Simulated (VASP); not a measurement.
Input of a VASP 6.6.1 run:

File INCAR:

```
ALGO = Normal ; EDIFF = 1E-6
ENCUT = 520 ; GGA = PE
ISIF = 2 ; ISMEAR = -1
LASPH = T ; LCHARG = F
LREAL = F ; LWAVE = F
NBANDS = 59 ; NELM = 100
PREC = Accurate ; SIGMA = 0.06122561905347299
```

File KPOINTS:

```
k-points
0
Gamma
  11 11 11
```

POSCAR

```
Fe2O5
1.0
    4.9727283428      0.0000000000      0.0000000000
    0.0000000000      4.9727283428      0.0000000000
    0.0000000000      0.0000000000      4.9727283428
Fe O
4 10
Direct
    0.0000000000      0.0000000000      0.0000000000
    0.5000000000      0.5000000000      0.0000000000
    0.5000000000      0.0000000000      0.5000000000
    0.0000000000      0.5000000000      0.5000000000
    0.5000000000      0.0000000000      0.0000000000
    0.0000000000      0.5000000000      0.0000000000
    0.0000000000      0.0000000000      0.5000000000
    0.5000000000      0.5000000000      0.5000000000
    0.7500000000      0.7500000000      0.2500000000
    0.7500000000      0.2500000000      0.7500000000
    0.2500000000      0.7500000000      0.7500000000
    0.7500000000      0.2500000000      0.2500000000
    0.2500000000      0.7500000000      0.2500000000
    0.2500000000      0.2500000000      0.7500000000
```

Potentials or basis: VASP PAW PBE potentials, release 64 (Fe, O).

The run is started by

```bash
$ cat potpaw_PBE.64/Fe/POTCAR potpaw_PBE.64/O/POTCAR > POTCAR
$ mpirun -np 1 vasp_std > vasp.out
```

(1) Predict the pressure.

(2) Estimate the band gap on the k mesh.

## Answers

(1) -10.7 GPa.

(2) zero (band 46 reaches 4.54 eV, above the bottom of band 47 at 3.89 eV).

Caveat: the run has no spin polarisation, though such a crystal can be magnetic; semilocal functionals often make such compounds metallic where correlation or magnetic order opens a gap, which also shifts bond lengths.
